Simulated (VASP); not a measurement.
**FeO: single point with PBEsol**

FeO:

```xyz
4
Lattice="3.0459 0.0000 0.0000 0.0000 3.0459 0.0000 0.0000 0.0000 5.4642" Properties=species:S:1:pos:R:3 pbc="T T T"
Fe    1.5229    0.0000    2.7321
Fe    0.0000    1.5229    0.0000
O     1.5229    1.5229    1.3661
O     1.5229    1.5229    4.0982
```

```
Program                : VASP 6.6.1
Task                   : single point
Functional             : PBEsol
Potentials or basis    : VASP PAW PBE potentials, release 64 (Fe, O)
Cutoff                 : 520 eV
k mesh                 : 9 × 9 × 5
Occupations            : fermi-dirac, width 0.05 eV
Spin                   : collinear spin, ferromagnetic start
Starting moments       : [3.0, 3.0, 0.0, 0.0] μB
Dipole correction      : no
Further INCAR settings : ALGO = Normal; EDIFF = 1e-07; NBANDS = 26
```

| Property | Result |
| --- | --- |
| Pressure | -15.8 GPa |
| Net moment | 7.38 μB per cell |
| Site moments | Fe +3.42; O +0.20 μB |
| Valence electrons inside the program's atomic spheres | Fe 6.71; O 4.95 |

Stress tensor (GPa, compression positive):
```
-14.21   0.00   0.00
  0.00 -14.21   0.00
  0.00   0.00 -19.13
```

Levels at points of the mesh, in eV from the Fermi level:
Spin up:
```tsv
k point	band 14	band 15	band 16	band 17	band 18	band 19	band 20	band 21	band 22	band 23
(0.00, 0.00, 0.00)	-3.08	-3.08	-2.52	0.12	0.12	0.52	4.68	6.21	12.31	13.25
```
Spin down:
| k point | band 8 | band 9 | band 10 | band 11 | band 12 | band 13 |
| --- | --- | --- | --- | --- | --- | --- |
| (0.00, 0.00, 0.00) | -2.75 | -2.54 | -1.57 | -0.57 | 0.52 | 0.52 |

It took 3 min on 1 thread of Intel Xeon 8259CL, with other jobs on the host, peak memory 0.23 GiB.

Caveat: the cell stands under tension; the PAW data sets were made with another functional, which shifts forces and pressure a little; semilocal functionals often make such compounds metallic where correlation or magnetic order opens a gap, which also shifts bond lengths; the run started ferromagnetic, and an antiferromagnetic order may lie lower in energy. With open d or f shells a metallic result of PBEsol can be an artefact of self-interaction; +U or a hybrid may open a gap.
